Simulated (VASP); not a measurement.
# AlN (rocksalt type) (Fm-3m) in VASP: notebook

AlN (rocksalt type) is run at these levels: PBE; tasks: single point, relaxation of cell and atoms.

Everything below comes from runs of VASP 6.6.1. Logs are shortened: lines on timing, memory, paths and dates and some standing lists are left out, and cuts for length are marked.

**1. The cell of the first run**

The structure is cubic, space group Fm-3m (No. 225). The conventional cell has a = 4.071 Å, b = 4.071 Å, c = 4.071 Å, α = 90.00°, β = 90.00°, γ = 90.00°. Al (site symmetry m-3m) has 6 N at 2.04 Å within 2.7 Å. Within 2.7 Å of N (site symmetry m-3m) lie 6 Al at 2.04 Å.

**2. Single point, PBE**

Contents of INCAR:

```
SYSTEM = AlN
PREC = Accurate ; ENCUT = 520
EDIFF = 1E-6 ; ISMEAR = -1
SIGMA = 0.08 ; LREAL = .False.
LASPH = .True. ; NELM = 80
ALGO = Normal ; ISIF = 2
LWAVE = .False. ; LCHARG = .False.
GGA = PE ; NBANDS = 11
```

Contents of KPOINTS:

```
Automatic mesh
0
Gamma
  15 15 15
  0 0 0
```

Contents of POSCAR:

```
AlN
1.0
    0.0000000000      2.0352786596      2.0352786596
    2.0352786596      0.0000000000      2.0352786596
    2.0352786596      2.0352786596      0.0000000000
Al N
1 1
Direct
    0.0000000000      0.0000000000      0.0000000000
    0.5000000000      0.5000000000      0.5000000000
```

Potentials or basis: VASP PAW PBE potentials, release 64 (Al, N).

Run with:

```bash
$ cat potpaw_PBE.64/Al/POTCAR potpaw_PBE.64/N/POTCAR > POTCAR
$ mpirun -np 1 vasp_std > vasp.out
```

OUTCAR:

```text
SYSTEM = AlN
   PREC = Accurate
   ENCUT = 520
   EDIFF = 1E-6
   ISMEAR = -1
   LREAL = .False.
   LASPH = .True.
   NELM = 80
   ISIF = 2
   GGA = PE

 ion  position               nearest neighbor table
   1  0.000  0.000  0.000-   2 2.04   2 2.04   2 2.04   2 2.04   2 2.04   2 2.04
   2  0.500  0.500  0.500-   1 2.04   1 2.04   1 2.04   1 2.04   1 2.04   1 2.04

  LATTYP: Found a face centered cubic cell.
 ALAT       =     4.0705573192

  Lattice vectors:

 A1 = (   0.0000000000,   2.0352786596,   2.0352786596)
 A2 = (   2.0352786596,   0.0000000000,   2.0352786596)
 A3 = (   2.0352786596,   2.0352786596,   0.0000000000)

Analysis of symmetry for initial positions (statically):
=====================================================================
 Subroutine PRICEL returns:
 Original cell was already a primitive cell.

 Routine SETGRP: Setting up the symmetry group for a
 face centered cubic supercell.

 Subroutine GETGRP returns: Found 48 space group operations
 (whereof 48 operations were pure point group operations)
 out of a pool of 48 trial point group operations.

The static configuration has the point symmetry O_h .

Analysis of symmetry for dynamics (positions and initial velocities):
=====================================================================
 Subroutine PRICEL returns:
 Original cell was already a primitive cell.

 Routine SETGRP: Setting up the symmetry group for a
 face centered cubic supercell.

 Subroutine GETGRP returns: Found 48 space group operations
 (whereof 48 operations were pure point group operations)
 out of a pool of 48 trial point group operations.

The dynamic configuration has the point symmetry O_h .

 Subroutine INISYM returns: Found 48 space group operations
 (whereof 48 operations are pure point group operations),
 and found     1 'primitive' translations

----------------------------------------------------------------------------------------

                                     Primitive cell

  volume of cell :      16.8617

  direct lattice vectors                    reciprocal lattice vectors
     0.000000000  2.035278660  2.035278660    -0.245666606  0.245666606  0.245666606
     2.035278660  0.000000000  2.035278660     0.245666606 -0.245666606  0.245666606
     2.035278660  2.035278660  0.000000000     0.245666606  0.245666606 -0.245666606

  length of vectors
     2.878318684  2.878318684  2.878318684     0.425507043  0.425507043  0.425507043

[... 88 lines left out ...]
   POTIM  = 0.5000    time-step for ionic-motion
   TEBEG  =    0.0;   TEEND  =   0.0 temperature during run
   PSTRESS=    0.0 pullay stress
   NELECT =       8.0000    total number of electrons
   NUPDOWN=      -1.0000    fix difference up-down
   EMIN   =  10.00;   EMAX   =-10.00  energy-range for DOS
   EFERMI =   0.00;   METHOD = LEGACY
   ISMEAR =    -1;   SIGMA  =   0.08  broadening in eV -4-tet -1-fermi 0-gaus
   EFERMI_NEDOS =   21; number of points for ismear=-14 and -15
   IALGO  =     38    algorithm
   IMIX   =      4    mixing-type and parameters
     AMIX     =   0.40;   BMIX     =  1.00
     AMIX_MAG =   1.60;   BMIX_MAG =  1.00
  volume/ion in A,a.u.               =       8.43        56.89
  Fermi-wavevector in a.u.,A,eV,Ry     =   1.276843  2.412884 22.181972  1.630329
  Thomas-Fermi vector in A             =   2.409477
   LORBIT       =      0    0 simple, 1 ext, 2 COOP (PROOUT), +10 PAW based schemes
   GGA     = PE    functional components
   LHFCALC =     F    Hartree Fock is set to
   AEXX    =    0.0000 exact exchange contribution
   IVDW    =     0    specifies the selected vdW correction
   LEPSILON=     F    determine dielectric tensor
   LRPA    =     F    only Hartree local field effects (RPA)
 non-spin polarized calculation
  energy-cutoff  :      520.00
  volume of cell :       16.86
 maximum number of plane-waves:       467
 NGX is ok and might be reduce to    24
   NGX = 11   NGY = 11   NGZ = 11

 number of electron       8.0000000 magnetization

 Free energy of the ion-electron system (eV)
  ---------------------------------------------------
  ext. energy  EPLUGINS =         0.00000000
  ---------------------------------------------------
  free energy    TOTEN  =       -14.54594487 eV

  energy without entropy =      -14.54594487  energy(sigma->0) =      -14.54594487

 E-fermi :  11.2869     XC(G=0): -12.1912

 val. band max:        9.7034878506   @ k =   0.0000   0.0000   0.0000
 cond. band min:      14.1863756283   @ k =   0.4667   0.4667   0.0000
 fundamental gap:      4.4828877777
 Fermi energy:        11.2869240103

 k-point     1 :       0.0000    0.0000    0.0000
  band No.  band energies     occupation
      1      -7.6671      2.00000
      2       9.7035      2.00000
      3       9.7035      2.00000
      4       9.7035      2.00000
      5      15.0939      0.00000
      6      21.8054      0.00000
      7      21.8054      0.00000
      8      21.8054      0.00000
      9      26.8919      0.00000
     10      27.3448      0.00000
     11      27.3448      0.00000
[... 309 lines left out ...]
 k-point    24 :       0.2000    0.1333    0.0000
  band No.  band energies     occupation
      1      -6.8792      2.00000
      2       7.2469      2.00000
      3       8.8361      2.00000
      4       8.8940      2.00000
      5      17.0432      0.00000
      6      18.9434      0.00000
      7      21.6749      0.00000
      8      23.1318      0.00000
      9      23.4574      0.00000
     10      27.6531      0.00000
     11      29.3267      0.00000

 [... further k-points ...]

------------------------ aborting loop because EDIFF is reached ----------------------------------------

  FORCE on cell =-STRESS in cart. coord.  units (eV):
  Direction    XX          YY          ZZ          XY          YZ          ZX
  --------------------------------------------------------------------------------------
  -------------------------------------------------------------------------------------
  Total       -0.0288290     -0.0288290     -0.0288290      0.0000000     -0.0000000     -0.0000000
  in kB       -2.7392979     -2.7392979     -2.7392979      0.0000000     -0.0000000     -0.0000000
  external PRESSURE =      -2.7392979 kB  Pullay stress =       0.0000000 kB

 VOLUME and BASIS-vectors are now :
 -----------------------------------------------------------------------------
  energy-cutoff  :      520.00
  volume of cell :       16.86
      direct lattice vectors                 reciprocal lattice vectors
     0.000000000  2.035278660  2.035278660    -0.245666606  0.245666606  0.245666606
     2.035278660  0.000000000  2.035278660     0.245666606 -0.245666606  0.245666606
     2.035278660  2.035278660  0.000000000     0.245666606  0.245666606 -0.245666606

 POSITION                                       TOTAL-FORCE (eV/Angst)
 -----------------------------------------------------------------------------------
      0.00000      0.00000      0.00000         0.000000      0.000000      0.000000
      2.03528      2.03528      2.03528        -0.000000     -0.000000     -0.000000
 -----------------------------------------------------------------------------------
    total drift:                               -0.000000     -0.000000      0.000000

  FREE ENERGIE OF THE ION-ELECTRON SYSTEM (eV)
  ---------------------------------------------------
  free  energy   TOTEN  =       -14.5459448669 eV

  energy  without entropy=      -14.5459448669  energy(sigma->0) =      -14.54594487
```

Wall time 34 s (1 thread of AMD EPYC 7R13, shared host); peak memory 0.12 GiB.

What came out:

- Free energy: -14.5459 eV
- Pressure: -0.3 GPa
- Band gap on the k mesh: 4.48 eV, indirect (least direct gap 5.39 eV)

A k mesh can miss the band edges. A hybrid or GW would open this gap; PBE tends to underestimate it.

**3. Single point, PBE**

Contents of INCAR:

```
SYSTEM = AlN
  ALGO = Normal
  EDIFF = 1E-7
  ENCUT = 520
  GGA = PE
  ISIF = 2
  ISMEAR = -1
  LASPH = .True.
  LCHARG = .True.
  LELF = .True.
  LREAL = .False.
  LVHAR = .True.
  LWAVE = .False.
  NBANDS = 11
  NELM = 100
  PREC = Accurate
  SIGMA = 0.08
```

Contents of KPOINTS:

```
k-points
0
Gamma
  15 15 15
  0 0 0
```

Contents of POSCAR:

```
AlN
1.0
    0.0000000000      2.0353381221      2.0353381221
    2.0353381221      0.0000000000      2.0353381221
    2.0353381221      2.0353381221      0.0000000000
Al N
1 1
Direct
    0.0000000000      0.0000000000      0.0000000000
    0.5000000000      0.5000000000      0.5000000000
```

Potentials or basis: VASP PAW PBE potentials, release 64 (Al, N).

Run with:

```bash
$ cat potpaw_PBE.64/Al/POTCAR potpaw_PBE.64/N/POTCAR > POTCAR
$ mpirun -np 1 vasp_std > vasp.out
```

OUTCAR:

```text
SYSTEM = AlN
   EDIFF = 1E-7
   ENCUT = 520
   GGA = PE
   ISIF = 2
   ISMEAR = -1
   LASPH = .True.
   LREAL = .False.
   NELM = 100
   PREC = Accurate

 ion  position               nearest neighbor table
   1  0.000  0.000  0.000-   2 2.04   2 2.04   2 2.04   2 2.04   2 2.04   2 2.04
   2  0.500  0.500  0.500-   1 2.04   1 2.04   1 2.04   1 2.04   1 2.04   1 2.04

  LATTYP: Found a face centered cubic cell.
 ALAT       =     4.0706762442

  Lattice vectors:

 A1 = (   0.0000000000,   2.0353381221,   2.0353381221)
 A2 = (   2.0353381221,   0.0000000000,   2.0353381221)
[... 514 lines left out ...]
      8      23.1300      0.00000
      9      23.4557      0.00000
     10      27.6512      0.00000
     11      29.3243      0.00000

 [... further k-points ...]
[... 5 lines left out ...]
  --------------------------------------------------------------------------------------
  -------------------------------------------------------------------------------------
  Total       -0.0308596     -0.0308596     -0.0308596      0.0000000      0.0000000      0.0000000
  in kB       -2.9319838     -2.9319838     -2.9319838      0.0000000      0.0000000      0.0000000
  external PRESSURE =      -2.9319838 kB  Pullay stress =       0.0000000 kB

 VOLUME and BASIS-vectors are now :
 -----------------------------------------------------------------------------
  energy-cutoff  :      520.00
  volume of cell :       16.86
      direct lattice vectors                 reciprocal lattice vectors
     0.000000000  2.035338122  2.035338122    -0.245659429  0.245659429  0.245659429
     2.035338122  0.000000000  2.035338122     0.245659429 -0.245659429  0.245659429
     2.035338122  2.035338122  0.000000000     0.245659429  0.245659429 -0.245659429

 POSITION                                       TOTAL-FORCE (eV/Angst)
 -----------------------------------------------------------------------------------
      0.00000      0.00000      0.00000         0.000000      0.000000      0.000000
      2.03534      2.03534      2.03534        -0.000000     -0.000000     -0.000000
 -----------------------------------------------------------------------------------
    total drift:                               -0.000000     -0.000000      0.000000

  FREE ENERGIE OF THE ION-ELECTRON SYSTEM (eV)
  ---------------------------------------------------
  free  energy   TOTEN  =       -14.5459421670 eV

  energy  without entropy=      -14.5459421670  energy(sigma->0) =      -14.54594217
```

OSZICAR:

```text
N       E                     dE             d eps       ncg     rms          rms(c)
DAV:   1     0.113092652500E+02    0.11309E+02   -0.40550E+03  2688   0.623E+02
DAV:   2    -0.155113300382E+02   -0.26821E+02   -0.25792E+02  3243   0.140E+02
DAV:   3    -0.162700400542E+02   -0.75871E+00   -0.75764E+00  3192   0.221E+01
DAV:   4    -0.162731559672E+02   -0.31159E-02   -0.31157E-02  2949   0.152E+00
DAV:   5    -0.162731834863E+02   -0.27519E-04   -0.27519E-04  3102   0.137E-01    0.752E+00
DAV:   6    -0.145644227886E+02    0.17088E+01   -0.75938E+00  2901   0.145E+01    0.265E+00
DAV:   7    -0.145519708171E+02    0.12452E-01   -0.17167E-01  2961   0.306E+00    0.175E+00
DAV:   8    -0.145462548266E+02    0.57160E-02   -0.16229E-02  2811   0.111E+00    0.332E-01
DAV:   9    -0.145458870580E+02    0.36777E-03   -0.15775E-03  3002   0.234E-01    0.148E-01
DAV:  10    -0.145459480261E+02   -0.60968E-04   -0.13911E-04  2940   0.873E-02    0.399E-02
DAV:  11    -0.145459425574E+02    0.54687E-05   -0.17470E-05  3102   0.233E-02    0.784E-03
DAV:  12    -0.145459422155E+02    0.34196E-06   -0.63340E-07  2877   0.668E-03    0.131E-03
DAV:  13    -0.145459421670E+02    0.48420E-07   -0.10584E-08  1575   0.700E-04
   1 F= -.14545942E+02 E0= -.14545942E+02  d E =-.712811E-10
```

Run time: 33 s. Hardware: 1 thread of AMD EPYC 7R13, shared host; peak memory 0.12 GiB.

What came out:

- Free energy: -14.5459 eV
- Pressure: -0.3 GPa
- Band gap on the k mesh: 4.48 eV, indirect (least direct gap 5.39 eV)

**4. Relaxation of cell and atoms, PBE, target pressure 0.00054 GPa, at which the enthalpy is minimised**

Contents of INCAR:

```
SYSTEM = AlN
PREC = Accurate ; ENCUT = 600
EDIFF = 1E-7 ; ISMEAR = -1
SIGMA = 0.08 ; LREAL = .False.
LASPH = .True. ; NELM = 60
ALGO = Normal ; ISIF = 3
LWAVE = .False. ; LCHARG = .False.
GGA = PE ; IBRION = 2
NSW = 60 ; EDIFFG = -0.005
PSTRESS = 0.0054
```

Contents of KPOINTS:

```
regular mesh
0
Gamma
  15 15 15
  0 0 0
```

Contents of POSCAR:

```
AlN
1.0
    0.0000000000      2.0352786596      2.0352786596
    2.0352786596      0.0000000000      2.0352786596
    2.0352786596      2.0352786596      0.0000000000
Al N
1 1
Direct
    0.0000000000      0.0000000000      0.0000000000
    0.5000000000      0.5000000000      0.5000000000
```

Run with:

```bash
$ cat potpaw_PBE.64/Al/POTCAR potpaw_PBE.64/N/POTCAR > POTCAR
$ mpirun -np 1 vasp_std > vasp.out
```

Wall time 47 s (1 thread of AMD EPYC 7R13, shared host); peak memory 0.12 GiB.

It converged, with:

| Item | Value |
| --- | --- |
| Free energy | -14.5477 eV |
| Relaxed volume | 8.42 Å³/atom |
| Relaxed cell | a = 2.877 Å, b = 2.877 Å, c = 2.877 Å, α = 60.00°, β = 60.00°, γ = 60.00° |
| Space group after relaxing (to 0.05 Å) | Fm-3m (No. 225) |
| Energy change on relaxing (the enthalpy is what falls) | -0.0 meV/atom |
| Ionic steps | 3 |
| Pressure after relaxing | 0.0 GPa |
| Band gap on the k mesh | 4.50 eV, indirect (least direct gap 5.42 eV) |

Final structure:
```xyz
2
Lattice="0.0000 2.0341 2.0341 2.0341 0.0000 2.0341 2.0341 2.0341 0.0000" Properties=species:S:1:pos:R:3 pbc="T T T"
Al    0.0000    0.0000    0.0000
N     2.0341    2.0341    2.0341
```

Levels at points of the mesh, in eV from the valence-band top:
```
           k point  band 2  band 3  band 4  band 5  band 6  band 7
(0.00, 0.00, 0.00)    0.00    0.00    0.00    5.42   12.11   12.11
```

Caveat: the cell is relaxed towards a set pressure, so the enthalpy falls and the energy may rise. A k mesh can miss the band edges.

**5. Relaxation of cell and atoms, PBE, target pressure 0.00054 GPa, at which the enthalpy is minimised**

Contents of INCAR:

```
PREC     = Accurate       # precision mode
ENCUT    = 600            # plane-wave cutoff, eV
EDIFF    = 1E-6           # SCF threshold, eV
ISMEAR   = -1             # smearing method
SIGMA    = 0.08           # smearing width, eV
LREAL    = False          # projectors in reciprocal space
LASPH    = True           # aspherical terms in the spheres
NELM     = 100            # most SCF steps
ALGO     = Normal         # electronic algorithm
ISIF     = 3              # what is computed and relaxed
LWAVE    = False          # write WAVECAR
LCHARG   = False          # write CHGCAR
GGA      = PE             # functional
IBRION   = 2              # ionic algorithm
NSW      = 32             # ionic steps
EDIFFG   = -0.005         # ionic threshold
PSTRESS  = 0.0054
```

Contents of KPOINTS:

```
regular mesh
0
Gamma
  15 15 15
```

POSCAR is that of step 4.

Run with:

```bash
$ cat potpaw_PBE.64/Al/POTCAR potpaw_PBE.64/N/POTCAR > POTCAR
$ mpirun -np 1 vasp_std > vasp.out
```

Run time: 39 s. Hardware: 1 thread of AMD EPYC 7R13, shared host; peak memory 0.12 GiB.

It converged, with:

```yaml
Free_energy: -14.5477 eV
Relaxed_volume: 8.42 Å³/atom
Relaxed_cell: a = 2.877 Å, b = 2.877 Å, c = 2.877 Å, α = 60.00°, β = 60.00°, γ = 60.00°
Space_group_after_relaxing_to_0.05_Å: Fm-3m (No. 225)
Energy_change_on_relaxing_the_enthalpy_is_what_falls: -0.0 meV/atom
Ionic_steps: 3
Pressure_after_relaxing: 0.0 GPa
Band_gap_on_the_k_mesh: 4.50 eV, indirect (least direct gap 5.41 eV)
```

Final structure:
```
CELL_PARAMETERS angstrom
0.00000 2.03413 2.03413
2.03413 0.00000 2.03413
2.03413 2.03413 0.00000
ATOMIC_POSITIONS crystal
Al 0.00000 0.00000 0.00000
N 0.50000 0.50000 0.50000
```

Levels at points of the mesh, in eV from the valence-band top:
| k point | band 1 | band 2 | band 3 | band 4 | band 5 | band 6 | band 7 | band 8 |
| --- | --- | --- | --- | --- | --- | --- | --- | --- |
| (0.00, 0.00, 0.00) | -17.39 | 0.00 | 0.00 | 0.00 | 5.41 | 12.11 | 12.11 | 12.11 |

Caveat: the cell is relaxed towards a set pressure, so the enthalpy falls and the energy may rise. A k mesh can miss the band edges.
